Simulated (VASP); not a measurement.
Write the native input for VASP 6.6.1 that does the following.

```yaml
Task: single point
Functional: PBE
Potentials_or_basis: VASP PAW PBE potentials, release 64 (Ni)
Cutoff: 520 eV
k_mesh: 20 × 20 × 20
Occupations: gaussian, width 0.1 eV
Spin: collinear spin, ferromagnetic start
Starting_moments: "[0.75] μB"
Dipole_correction: no
Further_INCAR_settings: ALGO = Normal; EDIFF = 1e-07; NBANDS = 15
```

The structure of Ni lies in POSCAR:

```
Ni
1.0
    0.0000000000      1.7937413927      1.7937413927
    1.7937413927      0.0000000000      1.7937413927
    1.7937413927      1.7937413927      0.0000000000
Ni
1
Direct
    0.0000000000      0.0000000000      0.0000000000
```

The input as run:

INCAR

```
SYSTEM = Ni
  ALGO = Normal
  EDIFF = 1E-7
  ENCUT = 520
  GGA = PE
  ISIF = 2
  ISMEAR = 0
  ISPIN = 2
  LASPH = .True.
  LCHARG = .False.
  LMAXMIX = 4
  LORBIT = 11
  LREAL = .False.
  LWAVE = .False.
  MAGMOM = 0.75
  NBANDS = 15
  NELM = 150
  PREC = Accurate
  SIGMA = 0.1
```

KPOINTS

```
k-points
0
Gamma
  20 20 20
  0 0 0
```

Potentials or basis: VASP PAW PBE potentials, release 64 (Ni).

Launch:

```console
$ cat potpaw_PBE.64/Ni/POTCAR > POTCAR
$ mpirun -np 1 vasp_std > vasp.out
```

It gave:

```json
{
  "Pressure": "-10.0 GPa",
  "Net moment": "0.64 μB per cell",
  "Site moments": "Ni +0.66 μB",
  "Valence electrons inside the program's atomic spheres": "Ni 9.21"
}
```

Caveat: the cell stands under tension.

Run time: 2.3 min on 1 thread of Intel Xeon 8259CL, with other jobs on the host, peak memory 0.19 GiB.
